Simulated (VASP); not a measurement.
Runs of VASP 6.6.1 on Ag. The structure is that of space group Fm-3m (No. 225), or close to it. The cells are those of the table. 

| task | cell | cutoff (eV) | gap on the mesh (eV) | pressure (GPa) |
| --- | --- | --- | --- | --- |
| relaxation of cell and atoms | relaxed to 2 GPa from a = 2.889 Å, angles 60.0°, 1 atom | 600 | none | 1.9 |
| single point | a = 2.936 Å, angles 60.0°, 1 atom | 520 | none | -0.1 |
| single point | a = 2.915 Å, angles 60.0°, 1 atom | 520 | none | 1.9 |
| single point | a = 2.879 Å, angles 60.0°, 1 atom | 520 | none | (a) |
| relaxation of cell and atoms | relaxed to 6 GPa from a = 2.889 Å, angles 60.0°, 1 atom | 600 | none | 6.0 |
| relaxation of cell and atoms | relaxed to 4 GPa from a = 2.889 Å, angles 60.0°, 1 atom | 600 | none | 4.0 |
| relaxation of cell and atoms | relaxed from a = 2.889 Å, angles 60.0°, 1 atom | 600 | none | 0.0 |
| relaxation of cell and atoms | relaxed to 8 GPa from a = 2.889 Å, angles 60.0°, 1 atom | 600 | none | 8.0 |

Alike in all rows: level PBE; potentials or basis VASP PAW PBE potentials, release 64 (Ag); no spin polarisation; k mesh 12 × 12 × 12; smearing methfessel-paxton 0.05 eV.

Q: Fill in the values left out.

A: (a) 5.8.

Caveats: the cell is relaxed towards a set pressure, so the run minimises the enthalpy, not the energy (at least some runs); the cell stands under pressure (at least some runs).

A k mesh can miss the band edges, and the runs leave out spin-orbit coupling on Ag.

A gap of «none» marks levels without a gap at the run's occupations.
